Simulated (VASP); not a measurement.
**PtSe2: single point with PBEsol+D3(BJ)**

Crystal: PtSe2.

```
CELL_PARAMETERS angstrom
3.72256 0.00000 0.00000
-1.86128 3.22383 0.00000
0.00000 0.00000 4.53678
ATOMIC_POSITIONS crystal
Pt 0.00000 0.00000 0.00000
Se 0.33333 0.66667 0.27661
Se 0.66667 0.33333 0.72339
```

| Item | Value |
| --- | --- |
| Program | VASP 6.6.1 |
| Task | single point |
| Functional | PBEsol |
| Dispersion | D3(BJ) |
| Potentials or basis | VASP PAW PBE potentials, release 64 (Pt, Se) |
| Cutoff | 520 eV |
| k mesh | 12 × 12 × 8 |
| Occupations | gaussian, width 0.1 eV |
| Spin | no spin polarisation |

```
Pressure                   : 3.0 GPa
Largest force              : 0.016 eV/Å
Band gap on the k mesh     : zero (bands 11 and 12 overlap by 0.85 eV)
Dispersion energy per atom : -0.479 eV
```

Forces on the atoms (eV/Å):
```
Pt   0.000  0.000  0.000
Se   0.000  0.000  0.016
Se   0.000  0.000 -0.016
```

Levels at points of the mesh, in eV from the Fermi level:
| k point | band 8 | band 9 | band 10 | band 11 | band 12 | band 13 | band 14 | band 15 |
| --- | --- | --- | --- | --- | --- | --- | --- | --- |
| (0.00, 0.00, 0.00) | -2.57 | -1.07 | -1.07 | 0.78 | 0.78 | 1.01 | 2.89 | 4.45 |
| (0.50, 0.00, 0.00) | -3.61 | -3.52 | -3.45 | -3.11 | 0.44 | 2.94 | 5.35 | 6.35 |
| (0.00, 0.00, 0.50) | -3.06 | -2.12 | -2.12 | -1.74 | 2.62 | 2.62 | 5.06 | 6.34 |
| (0.50, 0.00, 0.50) | -3.53 | -3.23 | -2.65 | -1.07 | 0.31 | 1.65 | 4.89 | 5.58 |

Run time: 2.2 min on 1 thread of Intel(R) Xeon(R) Platinum 8259CL CPU @ 2.50GHz (Skylake/Cascade Lake), on a shared host, peak memory 0.28 GiB.

Caveat: the PAW data sets were made with another functional, which shifts forces and pressure a little; spin-orbit coupling is left out, which moves the levels of the heavy elements.
